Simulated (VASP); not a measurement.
Set up this calculation in VASP 6.6.1, as the native input.

- Task: single point
- Functional: PBE
- Potentials or basis: VASP PAW PBE potentials, release 64 (Hf_pv, C)
- Cutoff: 520 eV
- k mesh: 4 × 4 × 3
- Occupations: gaussian, width 0.2 eV
- Spin: no spin polarisation
- Dipole correction: no
- Further INCAR settings: ALGO = Normal; EDIFF = 1e-06; NBANDS = 29

The structure of Hf2C5 lies in POSCAR:

```
Hf2C5
1.0
    2.5055271216     -2.3012810657     -0.2616273363
    2.5055271216      2.3012810657     -0.2616273363
   -0.6117251645      0.0000000000      7.5408407119
Hf C
2 5
Direct
    0.0000000000      0.0000000000      0.0000000000
    0.5000000000      0.5000000000      0.5000000000
    0.4488858381      0.7303863081      0.8125377871
    0.2696136919      0.5511141619      0.1874622129
    0.5511141619      0.2696136919      0.1874622129
    0.7303863081      0.4488858381      0.8125377871
    0.0000000000      0.0000000000      0.5000000000
```

The input as run:

INCAR

```
PREC = Accurate
ENCUT = 520
EDIFF = 1E-6
ISMEAR = 0
SIGMA = 0.2
LREAL = False
LASPH = True
NELM = 100
ALGO = Normal
ISIF = 2
LWAVE = False
LCHARG = True
GGA = PE
LELF = True
LVHAR = True
NBANDS = 29
```

KPOINTS

```
Automatic mesh
0
Gamma
  4 4 3
```

Potentials or basis: VASP PAW PBE potentials, release 64 (Hf_pv, C).

The run is started by

```bash
$ cat potpaw_PBE.64/Hf_pv/POTCAR potpaw_PBE.64/C/POTCAR > POTCAR
$ mpirun -np 1 vasp_std > vasp.out
```

Results of the run:

```
Pressure               : -0.4 GPa
Largest force          : 0.128 eV/Å
Band gap on the k mesh : zero (band 20 reaches 5.00 eV, above the bottom of band 21 at 4.19 eV)
```

Caveat: the k points lie up to 0.47 Å⁻¹ apart; spin-orbit coupling is left out, which moves the levels of the heavy elements.

It took 24 s on 1 thread of Intel(R) Xeon(R) 6975P-C (Granite Rapids) (shared host), peak memory 0.21 GiB.
